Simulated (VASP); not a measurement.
# Re (P6_3/mmc) in VASP: notebook

Re is run at these levels: RPBE; tasks: single point.

All numbers are computed with VASP 6.6.1; they aren't measurements. Logs are shortened: lines on timing, memory, paths and dates and some standing lists are left out, and cuts for length are marked.

**1. The cell of the first run**

Symmetry: P6_3/mmc, No. 194, hexagonal system. The conventional cell has a = 2.894 Å, b = 2.894 Å, c = 9.331 Å, α = 90.00°, β = 90.00°, γ = 120.00°. Within 3.8 Å of Re (site symmetry -3m) lie 12 Re at 2.87 to 2.89 Å. Within 3.8 Å of Re (site symmetry -6m2) lie 12 Re at 2.87 to 2.89 Å.

**2. Single point, RPBE (volume scaled by 1.12)**

Input file INCAR:

```
ALGO     = Normal         # electronic algorithm
EDIFF    = 1E-6           # SCF threshold, eV
ENCUT    = 520            # plane-wave cutoff, eV
GGA      = RP             # functional
ISIF     = 2              # what is computed and relaxed
ISMEAR   = -1             # smearing method
LASPH    = True           # aspherical terms in the spheres
LCHARG   = False          # write CHGCAR
LREAL    = False          # projectors in reciprocal space
LWAVE    = False          # write WAVECAR
NBANDS   = 22             # bands
NELM     = 100            # most SCF steps
PREC     = Accurate       # precision mode
SIGMA    = 0.1            # smearing width, eV
```

Input file KPOINTS:

```
k-points
0
Gamma
  15 15 4
```

Input file POSCAR:

```
Re
1.0
    2.8941208627      0.0000000000      0.0000000000
   -1.4470604313      2.5063821887      0.0000000000
    0.0000000000      0.0000000000      9.3306030309
Re
4
Direct
    0.0000000000      1.0000000000      1.0000000000
    0.0000000000      1.0000000000      0.5000000000
    0.3333333333      0.6666666667      0.2500000000
    0.6666666667      0.3333333333      0.7500000000
```

Potentials or basis: VASP PAW PBE potentials, release 64 (Re).

On the command line:

```bash
> cat potpaw_PBE.64/Re/POTCAR > POTCAR
> mpirun -np 1 vasp_std > vasp.out
```

OUTCAR:

```text
EDIFF = 1E-6
   ENCUT = 520
   GGA = RP
   ISIF = 2
   ISMEAR = -1
   LASPH = True
   LREAL = False
   NELM = 100
   PREC = Accurate

 ion  position               nearest neighbor table
   1  0.000  0.000  0.000-   3 2.87   4 2.87   3 2.87   4 2.87   4 2.87   3 2.87
   2  0.000  0.000  0.500-   3 2.87   4 2.87   3 2.87   4 2.87   4 2.87   3 2.87
   3  0.333  0.667  0.250-   1 2.87   2 2.87   1 2.87   2 2.87   1 2.87   2 2.87
   4  0.667  0.333  0.750-   1 2.87   2 2.87   1 2.87   2 2.87   1 2.87   2 2.87

  LATTYP: Found a hexagonal cell.
 ALAT       =     2.8941208627
 C/A-ratio  =     3.2239852700

  Lattice vectors:

 A1 = (   2.8941208627,   0.0000000000,   0.0000000000)
 A2 = (  -1.4470604313,   2.5063821887,   0.0000000000)
 A3 = (   0.0000000000,   0.0000000000,   9.3306030309)

Analysis of symmetry for initial positions (statically):
=====================================================================
 Subroutine PRICEL returns:
 Original cell was already a primitive cell.

 Routine SETGRP: Setting up the symmetry group for a
 hexagonal supercell.

 Subroutine GETGRP returns: Found 24 space group operations
 (whereof 12 operations were pure point group operations)
 out of a pool of 24 trial point group operations.

The static configuration has the point symmetry D_3d.
 The point group associated with its full space group is D_6h.

Analysis of symmetry for dynamics (positions and initial velocities):
=====================================================================
 Subroutine PRICEL returns:
 Original cell was already a primitive cell.

 Routine SETGRP: Setting up the symmetry group for a
 hexagonal supercell.

 Subroutine GETGRP returns: Found 24 space group operations
 (whereof 12 operations were pure point group operations)
 out of a pool of 24 trial point group operations.

The dynamic configuration has the point symmetry D_3d.
 The point group associated with its full space group is D_6h.

 Subroutine INISYM returns: Found 24 space group operations
 (whereof 12 operations are pure point group operations),
 and found     1 'primitive' translations

----------------------------------------------------------------------------------------

                                     Primitive cell

  volume of cell :      67.6821

  direct lattice vectors                    reciprocal lattice vectors
     2.894120863  0.000000000  0.000000000     0.345528071  0.199490725  0.000000000
    -1.447060431  2.506382189  0.000000000     0.000000000  0.398981450  0.000000000
     0.000000000  0.000000000  9.330603031     0.000000000  0.000000000  0.107174209

  length of vectors
     2.894120863  2.894120863  9.330603031     0.398981450  0.398981450  0.107174209

  position of ions in fractional coordinates (direct lattice)
     0.000000000  0.000000000  0.000000000
     0.000000000  0.000000000  0.500000000
     0.333333333  0.666666667  0.250000000
     0.666666667  0.333333333  0.750000000

  ion indices of the primitive-cell ions
   primitive index   ion index
                 1           1
                 2           2
                 3           3
                 4           4

----------------------------------------------------------------------------------------

 KPOINTS: k-points

Automatic generation of k-mesh.
 Grid dimensions read from file:
 generate k-points for:   15   15    4

 Generating k-lattice:

  Cartesian coordinates                     Fractional coordinates (reciprocal lattice)
     0.023035205  0.013299382  0.000000000     0.066666667  0.000000000  0.000000000
     0.000000000  0.026598763  0.000000000     0.000000000  0.066666667  0.000000000
     0.000000000  0.000000000  0.026793552     0.000000000  0.000000000  0.250000000

  Length of vectors
     0.026598763  0.026598763  0.026793552

  Shift w.r.t. Gamma in fractional coordinates (k-lattice)
     0.000000000  0.000000000  0.000000000

 Subroutine IBZKPT returns following result:
 ===========================================

 Found     81 irreducible k-points:

 Following reciprocal coordinates:
            Coordinates               Weight
  0.000000  0.000000  0.000000      1.000000
  0.066667  0.000000  0.000000      6.000000
  0.133333  0.000000  0.000000      6.000000
  0.200000 -0.000000  0.000000      6.000000
  0.266667  0.000000  0.000000      6.000000
  0.333333 -0.000000  0.000000      6.000000
[... 16 lines left out ...]
  0.333333  0.200000  0.000000     12.000000
  0.400000  0.200000  0.000000      6.000000
 [... further k-points ...]
   k-points           NKPTS =     81   k-points in BZ     NKDIM =     81   number of bands    NBANDS=     22
   number of dos      NEDOS =    301   number of ions     NIONS =      4
   total plane-waves  NPLWV =  40320
   dimension x,y,z NGX =    24 NGY =   24 NGZ =   70
   dimension x,y,z NGXF=    48 NGYF=   48 NGZF=  140
   ions per type =               4
   NGX,Y,Z   is equivalent  to a cutoff of  13.79, 13.79, 12.47 a.u.
   NGXF,Y,Z  is equivalent  to a cutoff of  27.57, 27.57, 24.94 a.u.
 SYSTEM =  unknown system
   PREC   = accura    normal or accurate (medium, high low for compatibility)
   ISTART =      0    job   : 0-new  1-cont  2-samecut
   ICHARG =      2    charge: 1-file 2-atom 10-const
   ISPIN  =      1    spin polarized calculation?
   LNONCOLLINEAR =      F non collinear calculations
   LSORBIT =      F    spin-orbit coupling
   LASPH  =      T    aspherical Exc in radial PAW
   ENCUT  =  520.0 eV  38.22 Ry    6.18 a.u.   5.38  5.38 17.35*2*pi/ulx,y,z
   NELM   =    100;   NELMIN=  2; NELMDL= -5     # of ELM steps
   EDIFF  = 0.1E-05   stopping-criterion for ELM
   LREAL  =      F    real-space projection
   EDIFFG = 0.1E-04   stopping-criterion for IOM
   NSW    =      0    number of steps for IOM
   IBRION =     -1    ionic relax: 0-MD 1-quasi-New 2-CG
   NFREE  =      0    steps in history (QN), initial steepest desc. (CG)
   ISIF   =      2    stress and relaxation
   ISYM   =      2    0-nonsym 1-usesym 2-fastsym
   POTIM  = 0.5000    time-step for ionic-motion
   TEBEG  =    0.0;   TEEND  =   0.0 temperature during run
   PSTRESS=    0.0 pullay stress
   NELECT =      28.0000    total number of electrons
   NUPDOWN=      -1.0000    fix difference up-down
   EMIN   =  10.00;   EMAX   =-10.00  energy-range for DOS
   EFERMI =   0.00;   METHOD = LEGACY
   ISMEAR =    -1;   SIGMA  =   0.10  broadening in eV -4-tet -1-fermi 0-gaus
   EFERMI_NEDOS =   21; number of points for ismear=-14 and -15
   IALGO  =     38    algorithm
   IMIX   =      4    mixing-type and parameters
     AMIX     =   0.40;   BMIX     =  1.00
     AMIX_MAG =   1.60;   BMIX_MAG =  1.00
  volume/ion in A,a.u.               =      16.92       114.19
  Fermi-wavevector in a.u.,A,eV,Ry     =   1.219840  2.305164 20.245608  1.488010
  Thomas-Fermi vector in A             =   2.355078
   LORBIT       =      0    0 simple, 1 ext, 2 COOP (PROOUT), +10 PAW based schemes
   GGA     = RP    functional components
   LHFCALC =     F    Hartree Fock is set to
   AEXX    =    0.0000 exact exchange contribution
   IVDW    =     0    specifies the selected vdW correction
   LEPSILON=     F    determine dielectric tensor
   LRPA    =     F    only Hartree local field effects (RPA)
 non-spin polarized calculation
  energy-cutoff  :      520.00
  volume of cell :       67.68
 maximum number of plane-waves:      1859
 NGX is ok and might be reduce to    24
   NGX = 11   NGY = 11   NGZ = 35

 number of electron      27.9999996 magnetization

 Free energy of the ion-electron system (eV)
  ---------------------------------------------------
  ext. energy  EPLUGINS =         0.00000000
  ---------------------------------------------------
  free energy    TOTEN  =       -46.51679384 eV

  energy without entropy =      -46.40033394  energy(sigma->0) =      -46.45856389

 E-fermi :   6.4309     XC(G=0): -12.9366

 val. band max:        6.4271990154   @ k =   0.1333   0.1333   0.5000
 cond. band min:       6.4405177299   @ k =   0.2000  -0.0000   0.2500
 fundamental gap:      0.0133187145
 Fermi energy:         6.4309217703

 k-point     1 :       0.0000    0.0000    0.0000
  band No.  band energies     occupation
      1      -2.5625      2.00000
      2      -0.4812      2.00000
      3      -0.4253      2.00000
      4       0.6977      2.00000
      5       4.3011      2.00000
      6       4.3807      2.00000
[... 14 lines left out ...]
     21       8.4418      0.00000
     22       8.4418      0.00000

 k-point     2 :       0.0667    0.0000    0.0000
  band No.  band energies     occupation
      1      -2.4071      2.00000
      2      -0.3368      2.00000
      3      -0.2817      2.00000
      4       0.8456      2.00000
      5       4.1158      2.00000
      6       4.2877      2.00000
[... 14 lines left out ...]
     21       8.4181      0.00000
     22       8.4718      0.00000

 k-point     3 :       0.1333    0.0000    0.0000
  band No.  band energies     occupation
      1      -1.9567      2.00000
      2       0.0626      2.00000
      3       0.1145      2.00000
      4       1.2545      2.00000
      5       3.7365      2.00000
      6       4.0486      2.00000
[... 14 lines left out ...]
     21       8.3671      0.00000
     22       8.5891      0.00000
[... 476 lines left out ...]
 k-point    23 :       0.3333    0.2000    0.0000
  band No.  band energies     occupation
      1       1.5904      2.00000
      2       1.6469      2.00000
      3       2.4282      2.00000
      4       2.5535      2.00000
      5       2.7529      2.00000
      6       3.0884      2.00000
[... 14 lines left out ...]
     21      11.2677      0.00000
     22      11.9980      0.00000

 k-point    24 :       0.4000    0.2000    0.0000
  band No.  band energies     occupation
      1       1.5928      2.00000
      2       1.5996      2.00000
      3       2.3600      2.00000
      4       2.9289      2.00000
      5       2.9532      2.00000
      6       3.0243      2.00000
[... 14 lines left out ...]
     21      11.7460      0.00000
     22      12.1345      0.00000

 [... further k-points ...]

------------------------ aborting loop because EDIFF is reached ----------------------------------------

  FORCE on cell =-STRESS in cart. coord.  units (eV):
  Direction    XX          YY          ZZ          XY          YZ          ZX
  --------------------------------------------------------------------------------------
  -------------------------------------------------------------------------------------
  Total      -13.3241728    -13.3241728    -13.4650648     -0.0000000      0.0000000      0.0000000
  in kB     -315.4112397   -315.4112396   -318.7464516     -0.0000000      0.0000000      0.0000000
  external PRESSURE =    -316.5229770 kB  Pullay stress =       0.0000000 kB

 VOLUME and BASIS-vectors are now :
 -----------------------------------------------------------------------------
  energy-cutoff  :      520.00
  volume of cell :       67.68
      direct lattice vectors                 reciprocal lattice vectors
     2.894120863  0.000000000  0.000000000     0.345528071  0.199490725  0.000000000
    -1.447060431  2.506382189  0.000000000     0.000000000  0.398981450  0.000000000
     0.000000000  0.000000000  9.330603031     0.000000000  0.000000000  0.107174209

 POSITION                                       TOTAL-FORCE (eV/Angst)
 -----------------------------------------------------------------------------------
      0.00000      0.00000      0.00000        -0.000000      0.000000      0.000000
      0.00000      0.00000      4.66530        -0.000000      0.000000      0.000000
     -0.00000      1.67092      2.33265         0.000000      0.000000      0.000000
      1.44706      0.83546      6.99795        -0.000000     -0.000000     -0.000000
 -----------------------------------------------------------------------------------
    total drift:                               -0.000000      0.000000      0.000000

  FREE ENERGIE OF THE ION-ELECTRON SYSTEM (eV)
  ---------------------------------------------------
  free  energy   TOTEN  =       -46.5167938407 eV

  energy  without entropy=      -46.4003339371  energy(sigma->0) =      -46.45856389
```

Run time: 2 min. Hardware: 1 thread of Intel Xeon Platinum 8488C (Sapphire Rapids), shared host; peak memory 0.24 GiB.

What came out:

| Quantity | Value |
| --- | --- |
| Free energy | -46.5168 eV |
| Pressure | -31.7 GPa |
| Band gap on the k mesh | zero (band 14 reaches 7.42 eV, above the bottom of band 15 at 5.34 eV) |

Caveat: the cell differs from its parent crystal (volume scaled by 1.12); the PAW data sets were made with another functional, which shifts forces and pressure a little; spin-orbit coupling is left out, which moves the levels of the heavy elements.

**3. Single point, RPBE**

This run uses another cell than the first one, of 15.11 Å³/atom, 0.893 times its volume.

Input file INCAR:

```
SYSTEM = Re
ALGO     = Normal         ! electronic algorithm
EDIFF    = 1E-6           ! SCF threshold, eV
ENCUT    = 520            ! plane-wave cutoff, eV
GGA      = RP             ! functional
ISIF     = 2              ! what is computed and relaxed
ISMEAR   = -1             ! smearing method
LASPH    = .True.         ! aspherical terms in the spheres
LCHARG   = .False.        ! write CHGCAR
LREAL    = .False.        ! projectors in reciprocal space
LWAVE    = .False.        ! write WAVECAR
NBANDS   = 22             ! bands
NELM     = 80             ! most SCF steps
PREC     = Accurate       ! precision mode
SIGMA    = 0.1            ! smearing width, eV
```

Input file KPOINTS:

```
k-points
0
Gamma
  17 17 5
  0 0 0
```

Input file POSCAR:

```
Re
1.0
    2.7868311508      0.0000000000      0.0000000000
   -1.3934155754      2.4134665727      0.0000000000
    0.0000000000      0.0000000000      8.9847025802
Re
4
Direct
    0.0000000000      1.0000000000      1.0000000000
    0.0000000000      1.0000000000      0.5000000000
    0.3333333333      0.6666666667      0.2500000000
    0.6666666667      0.3333333333      0.7500000000
```

Potentials or basis: VASP PAW PBE potentials, release 64 (Re).

On the command line:

```bash
> cat potpaw_PBE.64/Re/POTCAR > POTCAR
> mpirun -np 1 vasp_std > vasp.out
```

It took 2.6 min on 1 thread of Intel Xeon Platinum 8488C (Sapphire Rapids), shared host; peak memory 0.25 GiB.

It converged, with:

```
Free energy            : -47.3227 eV
Pressure               : -0.7 GPa
Band gap on the k mesh : zero (band 14 reaches 8.93 eV, above the bottom of band 15 at 6.40 eV)
```

Stress tensor (GPa, compression positive):
```
-0.64  0.00  0.00
 0.00 -0.64  0.00
 0.00  0.00 -0.78
```

Levels at points of the mesh, in eV from the Fermi level:
| k point | band 11 | band 12 | band 13 | band 14 | band 15 | band 16 | band 17 | band 18 |
| --- | --- | --- | --- | --- | --- | --- | --- | --- |
| (0.00, 0.00, 0.00) | -1.56 | -1.20 | -1.20 | -1.08 | -1.08 | 0.46 | 0.60 | 0.60 |

Caveat: the PAW data sets were made with another functional, which shifts forces and pressure a little; spin-orbit coupling is left out, which moves the levels of the heavy elements.
